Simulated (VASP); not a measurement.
# V (Im-3m) in VASP: a series of runs

Runs on V. Level: r2SCAN. Tasks: relaxation of cell and atoms.

All numbers are computed with VASP 6.6.1; they aren't measurements. Logs are shortened: lines on timing, memory, paths and dates and some standing lists are left out, and cuts for length are marked.

## 1. The cell of the first run

It takes space group Im-3m (No. 229, cubic). Conventional cell: a = 3.029 Å, b = 3.029 Å, c = 3.029 Å, α = 90.00°, β = 90.00°, γ = 90.00°. V (site symmetry m-3m) has 14 V at 2.62 to 3.03 Å within 3.5 Å.

## 2. Relaxation of cell and atoms, r2SCAN, collinear spin, ferromagnetic start

File POSCAR:

```
V
1.0
   -1.5143500000      1.5143500000      1.5143500000
    1.5143500000     -1.5143500000      1.5143500000
    1.5143500000      1.5143500000     -1.5143500000
V
1
Direct
    0.0000000000      0.0000000000      0.0000000000
```

File INCAR.step1:

```
PREC = Accurate ; ENCUT = 600
ISMEAR = 0 ; SIGMA = 0.1
LREAL = F ; LASPH = T
NELM = 150 ; ISPIN = 2
MAGMOM = 0.27 ; LMAXMIX = 4
GGA = PE ; ALGO = Normal
EDIFF = 1E-4 ; LWAVE = T
LCHARG = F
```

File INCAR.step2:

```
PREC = Accurate ; ENCUT = 600
EDIFF = 1E-6 ; ISMEAR = 0
SIGMA = 0.1 ; LREAL = F
LASPH = T ; NELM = 150
ALGO = Normal ; ISIF = 3
LWAVE = F ; LCHARG = F
ISPIN = 2 ; MAGMOM = 0.27
LORBIT = 11 ; LMAXMIX = 4
METAGGA = R2SCAN ; LMIXTAU = T
IBRION = 2 ; NSW = 100
EDIFFG = -0.05 ; ISTART = 1
```

File KPOINTS:

```
Automatic mesh
0
Gamma
  10 10 10
```

Potentials or basis: VASP PAW PBE potentials, release 64 (V_sv).

Run with:

```sh
$ cat potpaw_PBE.64/V_sv/POTCAR > POTCAR
$ cp INCAR.step1 INCAR
$ mpirun -np 1 vasp_std > vasp.out
$ cp INCAR.step2 INCAR
$ mpirun -np 1 vasp_std > vasp.out
```

OUTCAR:

```text
PREC = Accurate
   ENCUT = 600
   EDIFF = 1E-6
   ISMEAR = 0
   LREAL = F
   LASPH = T
   NELM = 150
   ISIF = 3
   ISPIN = 2
   LORBIT = 11
   METAGGA = R2SCAN
   IBRION = 2
   NSW = 100
   EDIFFG = -0.05
   ISTART = 1

 ion  position               nearest neighbor table
   1  0.000  0.000  0.000-

  LATTYP: Found a body centered cubic cell.
 ALAT       =     3.0287000000

  Lattice vectors:

 A1 = (  -1.5143500000,   1.5143500000,   1.5143500000)
 A2 = (   1.5143500000,  -1.5143500000,   1.5143500000)
 A3 = (   1.5143500000,   1.5143500000,  -1.5143500000)

Analysis of symmetry for initial positions (statically):
=====================================================================
 Subroutine PRICEL returns:
 Original cell was already a primitive cell.

 Routine SETGRP: Setting up the symmetry group for a
 body centered cubic supercell.

 Subroutine GETGRP returns: Found 48 space group operations
 (whereof 48 operations were pure point group operations)
 out of a pool of 48 trial point group operations.

The static configuration has the point symmetry O_h .

Analysis of symmetry for dynamics (positions and initial velocities):
=====================================================================
 Subroutine PRICEL returns:
 Original cell was already a primitive cell.

 Routine SETGRP: Setting up the symmetry group for a
 body centered cubic supercell.

 Subroutine GETGRP returns: Found 48 space group operations
 (whereof 48 operations were pure point group operations)
 out of a pool of 48 trial point group operations.

The dynamic configuration has the point symmetry O_h .

Analysis of structural, dynamic, and magnetic symmetry:
=====================================================================
 Subroutine PRICEL returns:
 Original cell was already a primitive cell.

 Routine SETGRP: Setting up the symmetry group for a
 body centered cubic supercell.

 Subroutine GETGRP returns: Found 48 space group operations
 (whereof 48 operations were pure point group operations)
 out of a pool of 48 trial point group operations.

The overall configuration has the point symmetry O_h .

 Subroutine INISYM returns: Found 48 space group operations
 (whereof 48 operations are pure point group operations),
 and found     1 'primitive' translations

----------------------------------------------------------------------------------------

                                     Primitive cell

  volume of cell :      13.8912

  direct lattice vectors                    reciprocal lattice vectors
    -1.514350000  1.514350000  1.514350000     0.000000000  0.330174662  0.330174662
     1.514350000 -1.514350000  1.514350000     0.330174662  0.000000000  0.330174662
     1.514350000  1.514350000 -1.514350000     0.330174662  0.330174662  0.000000000

  length of vectors
     2.622931140  2.622931140  2.622931140     0.466937486  0.466937486  0.466937486

  position of ions in fractional coordinates (direct lattice)
     0.000000000  0.000000000  0.000000000

  ion indices of the primitive-cell ions
   primitive index   ion index
                 1           1

----------------------------------------------------------------------------------------

 KPOINTS: Automatic mesh

Automatic generation of k-mesh.
 Grid dimensions read from file:
 generate k-points for:   10   10   10

 Generating k-lattice:

  Cartesian coordinates                     Fractional coordinates (reciprocal lattice)
     0.000000000  0.033017466  0.033017466     0.100000000  0.000000000  0.000000000
     0.033017466  0.000000000  0.033017466     0.000000000  0.100000000  0.000000000
     0.033017466  0.033017466  0.000000000     0.000000000  0.000000000  0.100000000

  Length of vectors
     0.046693749  0.046693749  0.046693749

  Shift w.r.t. Gamma in fractional coordinates (k-lattice)
     0.000000000  0.000000000  0.000000000

 Subroutine IBZKPT returns following result:
 ===========================================

 Found     47 irreducible k-points:

 Following reciprocal coordinates:
            Coordinates               Weight
  0.000000  0.000000  0.000000      1.000000
  0.100000  0.000000  0.000000     12.000000
  0.200000  0.000000  0.000000     12.000000
  0.300000  0.000000  0.000000     12.000000
  0.400000  0.000000  0.000000     12.000000
  0.500000  0.000000  0.000000      6.000000
[... 16 lines left out ...]
  0.300000  0.300000  0.100000      8.000000
 -0.300000  0.300000  0.100000     24.000000
 [... further k-points ...]
   k-points           NKPTS =     47   k-points in BZ     NKDIM =     47   number of bands    NBANDS=     10
   number of dos      NEDOS =    301   number of ions     NIONS =      1
   total plane-waves  NPLWV =  13824
   dimension x,y,z NGX =    24 NGY =   24 NGZ =   24
   dimension x,y,z NGXF=    48 NGYF=   48 NGZF=   48
   ions per type =               1
   NGX,Y,Z   is equivalent  to a cutoff of  15.21, 15.21, 15.21 a.u.
   NGXF,Y,Z  is equivalent  to a cutoff of  30.42, 30.42, 30.42 a.u.
 SYSTEM =  unknown system
   PREC   = accura    normal or accurate (medium, high low for compatibility)
   ISTART =      1    job   : 0-new  1-cont  2-samecut
   ICHARG =      0    charge: 1-file 2-atom 10-const
   ISPIN  =      2    spin polarized calculation?
   LNONCOLLINEAR =      F non collinear calculations
   LSORBIT =      F    spin-orbit coupling
   LASPH  =      T    aspherical Exc in radial PAW
   ENCUT  =  600.0 eV  44.10 Ry    6.64 a.u.   5.24  5.24  5.24*2*pi/ulx,y,z
   NELM   =    150;   NELMIN=  2; NELMDL=  0     # of ELM steps
   EDIFF  = 0.1E-05   stopping-criterion for ELM
   LREAL  =      F    real-space projection
   EDIFFG = -.5E-01   stopping-criterion for IOM
   NSW    =    100    number of steps for IOM
   IBRION =      2    ionic relax: 0-MD 1-quasi-New 2-CG
   NFREE  =      1    steps in history (QN), initial steepest desc. (CG)
   ISIF   =      3    stress and relaxation
   ISYM   =      2    0-nonsym 1-usesym 2-fastsym
   POTIM  = 0.5000    time-step for ionic-motion
   TEBEG  =    0.0;   TEEND  =   0.0 temperature during run
   PSTRESS=    0.0 pullay stress
   NELECT =      13.0000    total number of electrons
   NUPDOWN=      -1.0000    fix difference up-down
   EMIN   =  10.00;   EMAX   =-10.00  energy-range for DOS
   EFERMI =   0.00;   METHOD = LEGACY
   ISMEAR =     0;   SIGMA  =   0.10  broadening in eV -4-tet -1-fermi 0-gaus
   EFERMI_NEDOS =   21; number of points for ismear=-14 and -15
   IALGO  =     38    algorithm
   IMIX   =      4    mixing-type and parameters
     AMIX     =   0.40;   BMIX     =  1.00
     AMIX_MAG =   1.60;   BMIX_MAG =  1.00
  volume/ion in A,a.u.               =      13.89        93.74
  Fermi-wavevector in a.u.,A,eV,Ry     =   1.601313  3.026044 34.888125  2.564205
  Thomas-Fermi vector in A             =   2.698311
   LORBIT       =     11    0 simple, 1 ext, 2 COOP (PROOUT), +10 PAW based schemes
   METAGGA = R2SCAN    functional components
   LHFCALC =     F    Hartree Fock is set to
   AEXX    =    0.0000 exact exchange contribution
   IVDW    =     0    specifies the selected vdW correction
   LEPSILON=     F    determine dielectric tensor
   LRPA    =     F    only Hartree local field effects (RPA)
 conjugate gradient relaxation of ions
 spin polarized calculation
 Gauss-broadening in eV      SIGMA  =   0.10
  energy-cutoff  :      600.00
  volume of cell :       13.89
 maximum number of plane-waves:       476
 NGX is ok and might be reduce to    24
   NGX = 11   NGY = 11   NGZ = 11

--------------------------------------- Ionic step        1  -------------------------------------------

 number of electron      13.0000003 magnetization      -0.0000005

 number of electron      13.0000003 magnetization       0.0000025

 Free energy of the ion-electron system (eV)
  ---------------------------------------------------
  ext. energy  EPLUGINS =         0.00000000
  ---------------------------------------------------
  free energy    TOTEN  =       -14.12655331 eV

  energy without entropy =      -14.12180311  energy(sigma->0) =      -14.12417821

------------------------ aborting loop because EDIFF is reached ----------------------------------------

  FORCE on cell =-STRESS in cart. coord.  units (eV):
  Direction    XX          YY          ZZ          XY          YZ          ZX
  --------------------------------------------------------------------------------------
  -------------------------------------------------------------------------------------
  Total       -0.6278182     -0.6278182     -0.6278182      0.0000000     -0.0000000     -0.0000000
  in kB      -72.4111970    -72.4111970    -72.4111970      0.0000000     -0.0000000     -0.0000000
  external PRESSURE =     -72.4111970 kB  Pullay stress =       0.0000000 kB
[... 22 lines left out ...]
--------------------------------------- Ionic step        2  -------------------------------------------

 number of electron      13.0000000 magnetization       0.0000002

 number of electron      13.0000000 magnetization      -0.0000001

 E-fermi :  10.4451     XC(G=0): -14.4522

 val. band max:       10.4066892423   @ k =   0.3000   0.0000   0.0000
 cond. band min:      10.4698951520   @ k =   0.1000   0.1000   0.0000
 fundamental gap:      0.0632059097
 Fermi energy:        10.4450951945

 spin component 1

 k-point     1 :       0.0000    0.0000    0.0000
  band No.  band energies     occupation
      1     -55.8468      1.00000
      2     -27.8836      1.00000
      3     -27.8836      1.00000
      4     -27.8835      1.00000
      5       3.2643      1.00000
      6      10.9181      0.00000
      7      10.9181      0.00000
      8      10.9182      0.00000
      9      13.2456      0.00000
     10      13.2456      0.00000
[... 649 lines left out ...]
--------------------------------------- Ionic step        3  -------------------------------------------

 number of electron      12.9999998 magnetization      -0.0000004

 number of electron      12.9999998 magnetization       0.0000000

 Free energy of the ion-electron system (eV)
  ---------------------------------------------------
  ext. energy  EPLUGINS =         0.00000000
  ---------------------------------------------------
  free energy    TOTEN  =       -14.13884048 eV

  energy without entropy =      -14.13343413  energy(sigma->0) =      -14.13613730

 E-fermi :   9.7402     XC(G=0): -14.1179

 val. band max:        9.7223031282   @ k =  -0.4000   0.4000   0.1000
 cond. band min:       9.7956152005   @ k =   0.1000   0.1000   0.0000
 fundamental gap:      0.0733120724
 Fermi energy:         9.7402060795

 spin component 1

 k-point     1 :       0.0000    0.0000    0.0000
  band No.  band energies     occupation
      1     -56.6085      1.00000
      2     -28.7449      1.00000
      3     -28.7449      1.00000
      4     -28.7449      1.00000
      5       2.6746      1.00000
      6      10.2098      0.00000
      7      10.2098      0.00000
      8      10.2099      0.00000
      9      12.3940      0.00000
     10      12.3940      0.00000
[... 643 lines left out ...]
  FREE ENERGIE OF THE ION-ELECTRON SYSTEM (eV)
  ---------------------------------------------------
  free  energy   TOTEN  =       -14.1388404776 eV

  energy  without entropy=      -14.1334341312  energy(sigma->0) =      -14.13613730

 reached required accuracy - stopping structural energy minimisation

 total charge

# of ion       s       p       d       tot
------------------------------------------
    1        2.341   6.247   3.036  11.624

 magnetization (x)

# of ion       s       p       d       tot
------------------------------------------
    1        0.000   0.000   0.000   0.000
```

It took 3.1 min on 1 thread of Intel Xeon 8259CL, shared host; peak memory 0.17 GiB.

Results:

| Item | Value |
| --- | --- |
| Free energy | -14.1388 eV |
| Relaxed volume | 13.37 Å³/atom |
| Relaxed cell | a = 2.590 Å, b = 2.590 Å, c = 2.590 Å, α = 109.47°, β = 109.47°, γ = 109.47° |
| Space group after relaxing (to 0.1 Å) | Im-3m (No. 229) |
| Energy gained by relaxing | 12.3 meV/atom |
| Ionic steps | 3 |
| Pressure after relaxing | -0.1 GPa |
| Net moment | 0.00 μB per cell |
| Valence electrons inside the program's atomic spheres | V 11.62 |

The path:
```tsv
step	energy change (eV)	largest force (eV/Å)	pressure (GPa)	volume (Å³)
1	0.0000	0.0000	-7.24	13.89
2	0.0126	0.0000	11.93	12.67
3	-0.0123	0.0000	-0.11	13.37
```

Final structure:
```
V
1.0
    -1.49522    1.49522    1.49522
     1.49522   -1.49522    1.49522
     1.49522    1.49522   -1.49522
V
1
Cartesian
  0.0000 0.0000 0.0000
```

Caveat: the PAW data sets were made with another functional, which shifts forces and pressure a little.

## 3. Relaxation of cell and atoms, r2SCAN

This run uses another cell than the first one, of 13.33 Å³/atom.

File POSCAR:

```
V
1.0
   -1.4938011155      1.4938011155      1.4938011155
    1.4938011155     -1.4938011155      1.4938011155
    1.4938011155      1.4938011155     -1.4938011155
V
1
Direct
    0.0000000000      0.0000000000      0.0000000000
```

File INCAR.step1:

```
SYSTEM = V
PREC     = Accurate       ! precision mode
ENCUT    = 600            ! plane-wave cutoff, eV
ISMEAR   = 0              ! smearing method
SIGMA    = 0.1            ! smearing width, eV
LREAL    = .FALSE.        ! projectors in reciprocal space
LASPH    = .TRUE.         ! aspherical terms in the spheres
NELM     = 100            ! most SCF steps
GGA      = PE             ! functional
ALGO     = Normal         ! electronic algorithm
EDIFF    = 1E-4           ! SCF threshold, eV
LWAVE    = .TRUE.         ! write WAVECAR
LCHARG   = .FALSE.        ! write CHGCAR
```

File INCAR.step2:

```
SYSTEM = V
PREC     = Accurate       ! precision mode
ENCUT    = 600            ! plane-wave cutoff, eV
EDIFF    = 1E-6           ! SCF threshold, eV
ISMEAR   = 0              ! smearing method
SIGMA    = 0.1            ! smearing width, eV
LREAL    = .FALSE.        ! projectors in reciprocal space
LASPH    = .TRUE.         ! aspherical terms in the spheres
NELM     = 100            ! most SCF steps
ALGO     = Normal         ! electronic algorithm
ISIF     = 3              ! what is computed and relaxed
LWAVE    = .FALSE.        ! write WAVECAR
LCHARG   = .FALSE.        ! write CHGCAR
METAGGA  = R2SCAN         ! meta-GGA
LMIXTAU  = .TRUE.       
IBRION   = 2              ! ionic algorithm
NSW      = 100            ! ionic steps
EDIFFG   = -0.005         ! ionic threshold
ISTART   = 1
```

File KPOINTS:

```
regular mesh
0
G
  20 20 20
  0 0 0
```

Potentials or basis: VASP PAW PBE potentials, release 64 (V_sv).

Run with:

```sh
$ cat potpaw_PBE.64/V_sv/POTCAR > POTCAR
$ cp INCAR.step1 INCAR
$ mpirun -np 1 vasp_std > vasp.out
$ cp INCAR.step2 INCAR
$ mpirun -np 1 vasp_std > vasp.out
```

Wall time 7.3 min (1 thread of Intel Xeon 8259CL, shared host); peak memory 0.18 GiB.

The run converged. Its results:

| Property | Result |
| --- | --- |
| Free energy | -14.1340 eV |
| Relaxed volume | 13.30 Å³/atom |
| Relaxed cell | a = 2.585 Å, b = 2.585 Å, c = 2.585 Å, α = 109.47°, β = 109.47°, γ = 109.47° |
| Space group after relaxing (to 0.1 Å) | Im-3m (No. 229) |
| Energy gained by relaxing | 0.0 meV/atom |
| Ionic steps | 5 |
| Pressure after relaxing | 0.0 GPa |
| Band gap on the k mesh | zero (an odd number of electrons rules out a gap without spin polarisation) |

Final structure:
```
V
1.0
    -1.49266    1.49266    1.49266
     1.49266   -1.49266    1.49266
     1.49266    1.49266   -1.49266
V
1
Direct
  0.00000 0.00000 0.00000
```

Levels at points of the mesh, in eV from the Fermi level:
```tsv
k point	band 4	band 5	band 6	band 7	band 8	band 9	band 10
(0.00, 0.00, 0.00)	-38.43	-7.09	0.49	0.49	0.49	2.70	2.70
(0.50, 0.00, 0.00)	-38.44	-3.38	-1.17	1.56	2.68	3.09	4.36
(0.50, 0.50, 0.50)	-39.09	-3.17	-3.17	3.95	3.95	3.95	10.76
```

Caveat: the PAW data sets were made with another functional, which shifts forces and pressure a little.
